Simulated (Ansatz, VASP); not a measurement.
## TaN: VASP beside Ansatz

```xyz
2
Lattice="2.9068 0.0000 0.0000 -1.4534 2.5174 0.0000 0.0000 0.0000 2.8508" Properties=species:S:1:pos:R:3 pbc="T T T"
Ta    0.0000    0.0000    1.4254
N     1.4534    0.8391    0.0000
```

Alike in both runs: functional LDA; k mesh 24 × 24 × 20; occupations fermi-dirac, width 0.15 eV; no spin polarisation.

Ansatz relaxed the structure, and its values are those at the end. VASP's run is a single point on that final structure, the one shown.

|  | VASP | Ansatz |
| --- | --- | --- |
| version | VASP 6.6.1 | Ansatz 0.2.0 |
| potentials or method | VASP PAW LDA potentials, release 64 (Ta_pv, N), cutoff 520 eV | scalar-relativistic, plane waves, PAW |
| valence electrons in the cell | 16 | 18 |

|  | VASP | Ansatz | Ansatz less VASP |
| --- | --- | --- | --- |
| gap on the k mesh at the Fermi level (eV) | none | none | - |
| pressure (GPa) | 2.0 | 0.0 | -2.04 |

Ansatz warns that its potentials were made for another functional, while VASP's fit it. LDA's correlation is that of Perdew and Zunger in VASP and of Perdew and Wang (1992) in Ansatz. A gap of «none» marks a metal or a gap that the smearing closes. VASP's potentials hold 16 valence electrons a cell and Ansatz's 18, so a difference there can come from the potentials and not from the codes.

Neither program's run includes spin-orbit coupling.
